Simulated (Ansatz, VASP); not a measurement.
# One calculation of Pt, two programs

Contents of POSCAR:

```
Pt
1.0
    2.6743376865      0.0000000000      0.0000000000
   -1.3371688432      2.3160443748      0.0000000000
    0.0000000000      0.0000000000      5.1065087093
Pt
2
Direct
    0.6666666667      0.3333333333      0.7500000000
    0.3333333333      0.6666666667      0.2500000000
```

Contents of INCAR.step1:

```
SYSTEM = Pt
ALGO     = Normal         ! electronic algorithm
EDIFF    = 1E-4           ! SCF threshold, eV
ENCUT    = 520            ! plane-wave cutoff, eV
GGA      = PE             ! functional
ISMEAR   = 0              ! smearing method
LASPH    = .True.         ! aspherical terms in the spheres
LCHARG   = .False.        ! write CHGCAR
LREAL    = .False.        ! projectors in reciprocal space
LWAVE    = .True.         ! write WAVECAR
NBANDS   = 17             ! bands
NELM     = 60             ! most SCF steps
PREC     = Accurate       ! precision mode
SIGMA    = 0.15           ! smearing width, eV
```

Contents of INCAR.step2:

```
SYSTEM = Pt
ALGO     = Normal         ! electronic algorithm
EDIFF    = 1E-7           ! SCF threshold, eV
ENCUT    = 520            ! plane-wave cutoff, eV
ISIF     = 2              ! what is computed and relaxed
ISMEAR   = 0              ! smearing method
ISTART   = 1            
LASPH    = .True.         ! aspherical terms in the spheres
LCHARG   = .False.        ! write CHGCAR
LMIXTAU  = .True.       
LREAL    = .False.        ! projectors in reciprocal space
LWAVE    = .False.        ! write WAVECAR
METAGGA  = R2SCAN         ! meta-GGA
NBANDS   = 17             ! bands
NELM     = 60             ! most SCF steps
PREC     = Accurate       ! precision mode
SIGMA    = 0.15           ! smearing width, eV
```

File KPOINTS:

```
k-points
0
Gamma
  24 24 12
  0 0 0
```

Input for Ansatz:

```yaml
crystal:
  lattice:
    - [2.6743376865, 0.0, 0.0]
    - [-1.3371688432, 2.3160443748, 0.0]
    - [0.0, 0.0, 5.1065087093]
  atoms:
    - { symbol: Pt, position: [0.6666666667, 0.3333333333, 0.75] }
    - { symbol: Pt, position: [0.3333333333, 0.6666666667, 0.25] }
basis:
  ecutwfc: 500
kpoints:
  mp_grid: { grid: [24, 24, 12] }
hamiltonian:
  xc: r2scan
scf:
  occupations: { method: gaussian, width: 0.15 }
output:
  forces: true
  stress: true
  eigenvalues: true
```

Alike in both runs: task single point; functional r2SCAN; k mesh 24 × 24 × 12; occupations gaussian, width 0.15 eV; no spin polarisation.

```csv
,VASP,Ansatz
version,VASP 6.6.1,Ansatz 0.2.0
potentials or method,"VASP PAW PBE potentials, release 64 (Pt), cutoff 520 eV","scalar-relativistic, plane waves, PAW"
valence electrons in the cell,20,36
```

Ansatz gave:

- gap on the k mesh at the Fermi level (eV): none
- pressure (GPa): -0.8
- traceless stress, the component that is largest in VASP (GPa): -12.52

Task: Estimate VASP's values.

Result: gap on the k mesh at the Fermi level (eV): none; pressure (GPa): -0.2; traceless stress, the component that is largest in VASP (GPa): -12.97.

VASP's potentials were made for PBE, not for r2SCAN. A gap of «none» marks a metal or a gap that the smearing closes. VASP's potentials hold 20 valence electrons a cell and Ansatz's 36, so a difference there can come from the potentials and not from the codes.

Spin-orbit coupling is off throughout.
